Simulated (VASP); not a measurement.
## Al: single point with PBE+D3(BJ)

Al:

```
Al
1.0
     2.65680    0.00000    0.00000
    -1.32840    2.30086    0.00000
     0.00000    0.00000   10.43870
Al
4
Cartesian
  0.0000 0.0000 0.0000
  0.0000 1.5339 2.6097
  0.0000 0.0000 5.2194
  1.3284 0.7670 7.8290
```

This isn't the form of Al at room conditions, which is fcc.

| Property | Result |
| --- | --- |
| Program | VASP 6.6.1 |
| Task | single point |
| Functional | PBE |
| Dispersion | D3(BJ) |
| Potentials or basis | VASP PAW PBE potentials, release 64 (Al) |
| Cutoff | 520 eV |
| k mesh | 18 × 18 × 4 |
| Occupations | gaussian, width 0.15 eV |
| Spin | no spin polarisation |
| Dipole correction | no |
| Further INCAR settings | ALGO = Normal; EDIFF = 1e-07; NBANDS = 14 |

```yaml
Pressure: 3.6 GPa
Band_gap_on_the_k_mesh: zero (bands 6 and 7 overlap by 3.54 eV)
Dispersion_energy_per_atom: -0.349 eV
```

Stress tensor (GPa, compression positive):
```
 9.36  0.00  0.00
 0.00  9.36  0.00
 0.00  0.00 -8.03
```

Levels at points of the mesh, in eV from the Fermi level:
```
           k point  band 3  band 4  band 5  band 6  band 7  band 8  band 9  band 10
(0.00, 0.00, 0.00)   -9.97   -6.52   -5.41    0.48    0.48    8.87    9.06    13.67
(0.50, 0.00, 0.00)   -3.69   -3.58   -2.83   -2.70    0.05    0.54    1.04     1.36
(0.00, 0.00, 0.50)   -8.33   -8.33   -2.99   -2.99    4.50    4.50   13.50    13.50
(0.50, 0.00, 0.50)   -4.11   -4.11   -1.86   -1.86   -1.16   -1.16    3.35     3.35
```

Wall time 31 s on 1 thread of Intel(R) Xeon(R) 6975P-C (Granite Rapids), on a shared host, peak memory 0.23 GiB.

Caveat: the cell stands under pressure.
